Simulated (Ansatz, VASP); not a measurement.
**K: VASP beside Ansatz**

```
K
1.0
     7.49908    0.00000    0.00000
    -3.74954    6.49440    0.00000
     0.00000    0.00000    4.46648
K
3
Direct
  0.00000 0.00000 0.00000
  0.33333 0.66667 0.50000
  0.66667 0.33333 0.50000
```

Alike in both runs: task single point; functional LDA; k mesh 6 × 6 × 8; occupations fermi-dirac, width 0.1 eV; no spin polarisation.

|  | VASP | Ansatz |
| --- | --- | --- |
| version | VASP 6.6.1 | Ansatz 0.2.0 |
| potentials or method | VASP PAW LDA potentials, release 64 (K_sv), cutoff 520 eV | plane waves (420 eV) with PAW, scalar-relativistic |
| valence electrons in the cell | 27 | 27 |

```csv
,VASP,Ansatz,Ansatz less VASP
pressure (GPa),-0.4,-0.4,+0.02
```

Ansatz warns that its potentials were made for another functional, while VASP's fit it. LDA's correlation is that of Perdew and Zunger in VASP and of Perdew and Wang (1992) in Ansatz.
